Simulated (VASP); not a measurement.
# Ti5Al11 (P4mm) in VASP: single point with PBEsol

Aim: the single point of Ti5Al11 with PBEsol.

Everything below comes from runs of VASP 6.6.1. Logs are shortened: lines on timing, memory, paths and dates and some standing lists are left out, and cuts for length are marked.

## (1) The cell of the first run

The structure is tetragonal, space group P4mm (No. 99). The conventional cell has a = 3.857 Å, b = 3.857 Å, c = 16.212 Å, α = 90.00°, β = 90.00°, γ = 90.00°. Ti (site symmetry 4mm) has 12 Al at 2.73 to 2.81 Å within 3.6 Å. Ti (site symmetry 4mm) has 12 Al at 2.73 to 2.86 Å within 3.6 Å. Ti (site symmetry 4mm) has 8 Al at 2.71 to 2.86 Å and 4 Ti at 2.74 Å within 3.6 Å. Ti (site symmetry 4mm) has 12 Al at 2.72 to 2.89 Å within 3.6 Å. Ti (site symmetry 4mm) has 8 Al at 2.70 to 2.87 Å and 4 Ti at 2.74 Å within 3.6 Å. Within 3.6 Å of Al (site symmetry 2mm) lie 6 Ti at 2.71 to 2.87 Å and 6 Al at 2.73 to 2.82 Å. Within 3.6 Å of Al (site symmetry 2mm) lie 4 Ti at 2.72 to 2.76 Å and 8 Al at 2.73 to 2.81 Å. Within 3.6 Å of Al (site symmetry 2mm) lie 6 Ti at 2.70 to 2.86 Å and 6 Al at 2.73 to 2.79 Å.

## (2) Single point, PBEsol (volume scaled by 0.97, then relaxed in part)

File INCAR:

```
ALGO = Fast
EDIFF = 1E-6
ENCUT = 520
GGA = PS
ISIF = 2
ISMEAR = 0
LASPH = T
LCHARG = F
LREAL = Auto
LWAVE = F
NBANDS = 60
NELM = 80
PREC = Accurate
SIGMA = 0.1
```

File KPOINTS:

```
k-points
0
Gamma
  10 10 4
```

File POSCAR:

```
Ti5Al11
1.0
    3.8566806986      0.0000000000      0.0000000000
    0.0000000000      3.8566806986      0.0000000000
    0.0000000000      0.0000000000     16.2115046691
Ti Al
5 11
Direct
    0.5000000000      0.5000000000      0.3763144024
    0.0000000000      0.0000000000      0.8796048752
    0.0000000000      0.0000000000      0.1196955937
    0.5000000000      0.5000000000      0.6166828857
    0.5000000000      0.5000000000      0.1336336642
    0.5000000000      0.0000000000      0.0023906370
    0.0000000000      0.5000000000      0.4982869034
    0.5000000000      0.0000000000      0.4982869034
    0.0000000000      0.5000000000      0.0023906370
    0.0000000000      0.5000000000      0.2499801581
    0.5000000000      0.0000000000      0.7492426653
    0.5000000000      0.0000000000      0.2499801581
    0.0000000000      0.5000000000      0.7492426653
    0.0000000000      0.0000000000      0.6243937962
    0.0000000000      0.0000000000      0.3740498998
    0.5000000000      0.5000000000      0.8758251353
```

Potentials or basis: VASP PAW PBE potentials, release 64 (Ti_sv, Al).

Run with:

```sh
$ cat potpaw_PBE.64/Ti_sv/POTCAR potpaw_PBE.64/Al/POTCAR > POTCAR
$ mpirun -np 1 vasp_std > vasp.out
```

OUTCAR:

```text
EDIFF = 1E-6
   ENCUT = 520
   GGA = PS
   ISIF = 2
   ISMEAR = 0
   LASPH = T
   LREAL = Auto
   NELM = 80
   PREC = Accurate

 ion  position               nearest neighbor table
   1  0.500  0.500  0.376-  15 2.73  15 2.73  15 2.73  15 2.73   8 2.76   7 2.76   7 2.76   8 2.76
                            12 2.81  10 2.81  12 2.81  10 2.81
   2  0.000  0.000  0.880-  16 2.73  16 2.73  16 2.73  16 2.73   9 2.77   6 2.77   6 2.77   9 2.77
                            13 2.86  11 2.86  13 2.86  11 2.86
   3  0.000  0.000  0.120-   6 2.71   9 2.71   9 2.71   6 2.71   5 2.74   5 2.74   5 2.74   5 2.74
                            10 2.86  12 2.86  12 2.86  10 2.86
   4  0.500  0.500  0.617-   7 2.72   8 2.72   8 2.72   7 2.72  14 2.73  14 2.73  14 2.73  14 2.73
                            13 2.89  13 2.89  11 2.89  11 2.89
   5  0.500  0.500  0.134-  10 2.70  12 2.70  12 2.70  10 2.70   3 2.74   3 2.74   3 2.74   3 2.74
                             6 2.87   9 2.87   6 2.87   9 2.87
   6  0.500  0.000  0.002-   3 2.71   3 2.71   9 2.73   9 2.73   9 2.73   9 2.73   2 2.77   2 2.77
                            16 2.82  16 2.82   5 2.87   5 2.87
   7  0.000  0.500  0.498-   4 2.72   4 2.72   8 2.73   8 2.73   8 2.73   8 2.73   1 2.76   1 2.76
                            15 2.79  15 2.79  14 2.81  14 2.81
   8  0.500  0.000  0.498-   4 2.72   4 2.72   7 2.73   7 2.73   7 2.73   7 2.73   1 2.76   1 2.76
                            15 2.79  15 2.79  14 2.81  14 2.81
   9  0.000  0.500  0.002-   3 2.71   3 2.71   6 2.73   6 2.73   6 2.73   6 2.73   2 2.77   2 2.77
                            16 2.82  16 2.82   5 2.87   5 2.87
  10  0.000  0.500  0.250-   5 2.70   5 2.70  12 2.73  12 2.73  12 2.73  12 2.73  15 2.79  15 2.79
                             1 2.81   1 2.81   3 2.86   3 2.86
  11  0.500  0.000  0.749-  13 2.73  13 2.73  13 2.73  13 2.73  14 2.80  14 2.80  16 2.82  16 2.82
                             2 2.86   2 2.86   4 2.89   4 2.89
  12  0.500  0.000  0.250-   5 2.70   5 2.70  10 2.73  10 2.73  10 2.73  10 2.73  15 2.79  15 2.79
                             1 2.81   1 2.81   3 2.86   3 2.86
  13  0.000  0.500  0.749-  11 2.73  11 2.73  11 2.73  11 2.73  14 2.80  14 2.80  16 2.82  16 2.82
                             2 2.86   2 2.86   4 2.89   4 2.89
  14  0.000  0.000  0.624-   4 2.73   4 2.73   4 2.73   4 2.73  13 2.80  13 2.80  11 2.80  11 2.80
                             7 2.81   8 2.81   7 2.81   8 2.81
  15  0.000  0.000  0.374-   1 2.73   1 2.73   1 2.73   1 2.73  10 2.79  12 2.79  12 2.79  10 2.79
                             7 2.79   8 2.79   7 2.79   8 2.79
  16  0.500  0.500  0.876-   2 2.73   2 2.73   2 2.73   2 2.73   6 2.82   9 2.82   9 2.82   6 2.82
                            11 2.82  13 2.82  13 2.82  11 2.82

  LATTYP: Found a simple tetragonal cell.
 ALAT       =     3.8566806986
 C/A-ratio  =     4.2034863490

  Lattice vectors:

 A1 = (   3.8566806986,   0.0000000000,   0.0000000000)
 A2 = (   0.0000000000,   3.8566806986,   0.0000000000)
 A3 = (   0.0000000000,   0.0000000000,  16.2115046691)

Analysis of symmetry for initial positions (statically):
=====================================================================
 Subroutine PRICEL returns:
 Original cell was already a primitive cell.

 Routine SETGRP: Setting up the symmetry group for a
 simple tetragonal supercell.

 Subroutine GETGRP returns: Found  8 space group operations
 (whereof  8 operations were pure point group operations)
 out of a pool of 16 trial point group operations.

The static configuration has the point symmetry C_4v.

Analysis of symmetry for dynamics (positions and initial velocities):
=====================================================================
 Subroutine PRICEL returns:
 Original cell was already a primitive cell.

 Routine SETGRP: Setting up the symmetry group for a
 simple tetragonal supercell.

 Subroutine GETGRP returns: Found  8 space group operations
 (whereof  8 operations were pure point group operations)
 out of a pool of 16 trial point group operations.

The dynamic configuration has the point symmetry C_4v.

 Subroutine INISYM returns: Found  8 space group operations
 (whereof  8 operations are pure point group operations),
 and found     1 'primitive' translations

----------------------------------------------------------------------------------------

                                     Primitive cell

  volume of cell :     241.1297

  direct lattice vectors                    reciprocal lattice vectors
     3.856680699  0.000000000  0.000000000     0.259290327  0.000000000  0.000000000
[... 55 lines left out ...]
     0.000000000  0.025929033  0.000000000     0.000000000  0.100000000  0.000000000
     0.000000000  0.000000000  0.015421147     0.000000000  0.000000000  0.250000000

  Length of vectors
     0.025929033  0.025929033  0.015421147

  Shift w.r.t. Gamma in fractional coordinates (k-lattice)
     0.000000000  0.000000000  0.000000000

 Subroutine IBZKPT returns following result:
 ===========================================

 Found     63 irreducible k-points:

 Following reciprocal coordinates:
            Coordinates               Weight
  0.000000  0.000000  0.000000      1.000000
  0.100000  0.000000  0.000000      4.000000
  0.200000  0.000000  0.000000      4.000000
  0.300000  0.000000  0.000000      4.000000
  0.400000  0.000000  0.000000      4.000000
  0.500000  0.000000  0.000000      2.000000
[... 16 lines left out ...]
  0.100000  0.000000  0.250000      8.000000
  0.200000  0.000000  0.250000      8.000000
 [... further k-points ...]
   k-points           NKPTS =     63   k-points in BZ     NKDIM =     63   number of bands    NBANDS=     60
   number of dos      NEDOS =    301   number of ions     NIONS =     16
   total plane-waves  NPLWV = 113400
   dimension x,y,z NGX =    30 NGY =   30 NGZ =  126
   dimension x,y,z NGXF=    60 NGYF=   60 NGZF=  252
   ions per type =               5  11
   NGX,Y,Z   is equivalent  to a cutoff of  12.93, 12.93, 12.92 a.u.
   NGXF,Y,Z  is equivalent  to a cutoff of  25.86, 25.86, 25.84 a.u.
 SYSTEM =  unknown system
   PREC   = accura    normal or accurate (medium, high low for compatibility)
   ISTART =      0    job   : 0-new  1-cont  2-samecut
   ICHARG =      2    charge: 1-file 2-atom 10-const
   ISPIN  =      1    spin polarized calculation?
   LNONCOLLINEAR =      F non collinear calculations
   LSORBIT =      F    spin-orbit coupling
   LASPH  =      T    aspherical Exc in radial PAW
   ENCUT  =  520.0 eV  38.22 Ry    6.18 a.u.   7.17  7.17 30.14*2*pi/ulx,y,z
   NELM   =     80;   NELMIN=  2; NELMDL= -5     # of ELM steps
   EDIFF  = 0.1E-05   stopping-criterion for ELM
   LREAL  =      T    real-space projection
   EDIFFG = 0.1E-04   stopping-criterion for IOM
   NSW    =      0    number of steps for IOM
   IBRION =     -1    ionic relax: 0-MD 1-quasi-New 2-CG
   NFREE  =      0    steps in history (QN), initial steepest desc. (CG)
   ISIF   =      2    stress and relaxation
   ISYM   =      2    0-nonsym 1-usesym 2-fastsym
   POTIM  = 0.5000    time-step for ionic-motion
   TEBEG  =    0.0;   TEEND  =   0.0 temperature during run
   PSTRESS=    0.0 pullay stress
   NELECT =      93.0000    total number of electrons
   NUPDOWN=      -1.0000    fix difference up-down
   EMIN   =  10.00;   EMAX   =-10.00  energy-range for DOS
   EFERMI =   0.00;   METHOD = LEGACY
   ISMEAR =     0;   SIGMA  =   0.10  broadening in eV -4-tet -1-fermi 0-gaus
   EFERMI_NEDOS =   21; number of points for ismear=-14 and -15
   IALGO  =     68    algorithm
   IMIX   =      4    mixing-type and parameters
     AMIX     =   0.40;   BMIX     =  1.00
     AMIX_MAG =   1.60;   BMIX_MAG =  1.00
  volume/ion in A,a.u.               =      15.07       101.70
  Fermi-wavevector in a.u.,A,eV,Ry     =   1.191660  2.251910 19.320992  1.420053
  Thomas-Fermi vector in A             =   2.327716
   LORBIT       =      0    0 simple, 1 ext, 2 COOP (PROOUT), +10 PAW based schemes
   GGA     = PS    functional components
   LHFCALC =     F    Hartree Fock is set to
   AEXX    =    0.0000 exact exchange contribution
   IVDW    =     0    specifies the selected vdW correction
   LEPSILON=     F    determine dielectric tensor
   LRPA    =     F    only Hartree local field effects (RPA)
 non-spin polarized calculation
 RMM-DIIS sequential band-by-band and
 Gauss-broadening in eV      SIGMA  =   0.10
  energy-cutoff  :      520.00
  volume of cell :      241.13
 maximum number of plane-waves:      6556
 NGX is ok and might be reduce to    30
   NGX = 15   NGY = 15   NGZ = 61

 number of electron      93.0000017 magnetization

 Free energy of the ion-electron system (eV)
  ---------------------------------------------------
  ext. energy  EPLUGINS =         0.00000000
  ---------------------------------------------------
  free energy    TOTEN  =       -93.28355893 eV

  energy without entropy =      -93.25294573  energy(sigma->0) =      -93.26825233

 E-fermi :   9.0438     XC(G=0): -11.1322

 val. band max:        9.0381577654   @ k =   0.3000   0.1000   0.2500
 cond. band min:       9.0493699121   @ k =   0.1000   0.1000   0.5000
 fundamental gap:      0.0112121468
 Fermi energy:         9.0437592794

 k-point     1 :       0.0000    0.0000    0.0000
  band No.  band energies     occupation
      1     -47.5155      2.00000
      2     -47.3381      2.00000
      3     -47.2804      2.00000
      4     -47.1890      2.00000
      5     -47.0220      2.00000
      6     -23.9536      2.00000
[... 1453 lines left out ...]
     57      10.9961      0.00000
     58      11.0633      0.00000

 [... further k-points ...]

 [bands above 58 left out]

------------------------ aborting loop because EDIFF is reached ----------------------------------------

  FORCE on cell =-STRESS in cart. coord.  units (eV):
  Direction    XX          YY          ZZ          XY          YZ          ZX
  --------------------------------------------------------------------------------------
  -------------------------------------------------------------------------------------
  Total        5.7459098      5.7459098      5.6746304      0.0000000      0.0000000      0.0000000
  in kB       38.1784852     38.1784852     37.7048715      0.0000000      0.0000000      0.0000000
  external PRESSURE =      38.0206140 kB  Pullay stress =       0.0000000 kB

 VOLUME and BASIS-vectors are now :
 -----------------------------------------------------------------------------
  energy-cutoff  :      520.00
  volume of cell :      241.13
      direct lattice vectors                 reciprocal lattice vectors
     3.856680699  0.000000000  0.000000000     0.259290327  0.000000000  0.000000000
     0.000000000  3.856680699  0.000000000     0.000000000  0.259290327  0.000000000
     0.000000000  0.000000000 16.211504669     0.000000000  0.000000000  0.061684589

 POSITION                                       TOTAL-FORCE (eV/Angst)
 -----------------------------------------------------------------------------------
      1.92834      1.92834      6.10062        -0.000000      0.000000     -0.008143
      0.00000      0.00000     14.25972         0.000000     -0.000000     -0.000021
      0.00000      0.00000      1.94045         0.000000      0.000000      0.017392
      1.92834      1.92834      9.99736         0.000000     -0.000000     -0.009639
      1.92834      1.92834      2.16640         0.000000      0.000000     -0.005073
      1.92834      0.00000      0.03876         0.000000      0.000000      0.003341
[... 8 lines left out ...]
      0.00000      0.00000      6.06391         0.000000      0.000000      0.000519
      1.92834      1.92834     14.19844         0.000000      0.000000     -0.004531
 -----------------------------------------------------------------------------------
    total drift:                                0.000000      0.000000     -0.002219

  FREE ENERGIE OF THE ION-ELECTRON SYSTEM (eV)
  ---------------------------------------------------
  free  energy   TOTEN  =       -93.2835589271 eV

  energy  without entropy=      -93.2529457324  energy(sigma->0) =      -93.26825233
```

Wall time 29 min (1 thread of Intel Xeon 6975P-C (Granite Rapids), shared host); peak memory 0.69 GiB.

What came out:

- Free energy: -93.2836 eV
- Pressure: 3.8 GPa
- Largest force: 0.017 eV/Å

Forces on the atoms (eV/Å):
```
Ti   0.000  0.000 -0.008
Ti   0.000  0.000  0.000
Ti   0.000  0.000  0.017
Ti   0.000  0.000 -0.010
Ti   0.000  0.000 -0.005
Al   0.000  0.000  0.003
Al   0.000  0.000  0.002
Al   0.000  0.000  0.002
Al   0.000  0.000  0.003
Al   0.000  0.000  0.002
Al   0.000  0.000 -0.006
Al   0.000  0.000  0.002
Al   0.000  0.000 -0.006
Al   0.000  0.000  0.006
Al   0.000  0.000  0.001
Al   0.000  0.000 -0.005
```

Caveat: the PAW data sets were made with another functional, which shifts forces and pressure a little.
